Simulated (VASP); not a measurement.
## ZrS: single point with LDA

The system is ZrS.

```
Zr S
1.0
     0.00000    2.56714    2.56714
     2.74684    0.00000    2.56714
     2.74684    2.56714    0.00000
Zr S
1 1
Direct
  0.98898 0.01102 0.01102
  0.53136 0.46864 0.46864
```

This cell differs from its parent crystal: atoms displaced along a vibrational mode, the cell strained.

* Program: VASP 6.6.1
* Task: single point
* Functional: LDA
* Potentials or basis: VASP PAW LDA potentials, release 64 (Zr_sv, S)
* Cutoff: 520 eV
* k mesh: 16 × 16 × 16
* Occupations: gaussian, width 0.15 eV
* Spin: no spin polarisation
* Dipole correction: no
* Further INCAR settings: ALGO = Normal; EDIFF = 1e-07; NBANDS = 16

The pressure is -5.6 GPa. The largest force is 0.458 eV/Å and the band gap on the k mesh is zero (bands 9 and 10 overlap by 2.22 eV).

Forces in eV/Å, atoms in the order of the input:
```
Zr  -0.458  0.000  0.000
S    0.458  0.000  0.000
```

Stress tensor (GPa, compression positive):
```
-9.13  0.00  0.00
 0.00 -3.77  0.00
 0.00  0.00 -3.77
```

Levels at points of the mesh, in eV from the Fermi level:
| k point | band 5 | band 6 | band 7 | band 8 | band 9 | band 10 | band 11 | band 12 | band 13 | band 14 |
| --- | --- | --- | --- | --- | --- | --- | --- | --- | --- | --- |
| (0.00, 0.00, 0.00) | -15.65 | -3.98 | -3.66 | -3.66 | -1.65 | -0.62 | -0.62 | -0.41 | -0.17 | 2.06 |
| (0.50, 0.00, 0.00) | -14.10 | -7.87 | -5.84 | -5.77 | 1.29 | 1.40 | 1.70 | 2.12 | 5.06 | 5.23 |
| (0.50, 0.50, 0.00) | -14.77 | -5.97 | -5.02 | -4.49 | -2.60 | 0.81 | 2.13 | 2.68 | 2.92 | 3.37 |
| (0.00, 0.50, 0.50) | -14.84 | -6.27 | -4.12 | -4.12 | -3.36 | 0.51 | 2.37 | 2.40 | 2.40 | 3.52 |

It took 110 s on 1 thread of Intel(R) Xeon(R) Platinum 8488C (Sapphire Rapids), with other jobs on the host, peak memory 0.29 GiB.

Caveat: the cell differs from its parent crystal (atoms displaced along a vibrational mode, the cell strained); the stress differs along the axes, from -9 to -4 GPa.
